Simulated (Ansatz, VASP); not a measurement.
**Y4Sn3N4 in VASP and in Ansatz**

```
Y Sn N
1.0
     6.57491    0.00000    0.00000
     0.00000    6.57491    0.00000
     0.00000    0.00000    6.57491
Y Sn N
4 3 4
Cartesian
  2.1434 2.1434 2.1434
  2.1434 4.4315 4.4315
  4.4315 2.1434 4.4315
  4.4315 4.4315 2.1434
  0.0000 0.0000 3.2875
  3.2875 0.0000 0.0000
  0.0000 3.2875 0.0000
  2.2190 2.2190 4.3559
  4.3559 4.3559 4.3559
  2.2190 4.3559 2.2190
  4.3559 2.2190 2.2190
```

Alike in both runs: functional PBE; k mesh 4 × 4 × 4; occupations gaussian, width 0.1 eV; no spin polarisation.

Ansatz relaxed the structure, and its values are those at the end. VASP's run is a single point on that final structure, the one shown.

|  | VASP | Ansatz |
| --- | --- | --- |
| version | VASP 6.6.1 | Ansatz 0.2.0 |
| potentials or method | VASP PAW PBE potentials, release 64 (Y_sv, Sn_d, N), cutoff 520 eV | scalar-relativistic, plane waves, PAW |
| valence electrons in the cell | 106 | 106 |

```tsv
	VASP	Ansatz	Ansatz less VASP
gap on the k mesh at the Fermi level (eV)	none	none	-
pressure (GPa)	0.1	0.1	+0.08
rms of the force components (eV/Å)	0.006	0.006	+0.0007
```

A gap of «none» marks a metal or a gap that the smearing closes. With one functional, cell and mesh, what is left measures potentials, basis and numerics.
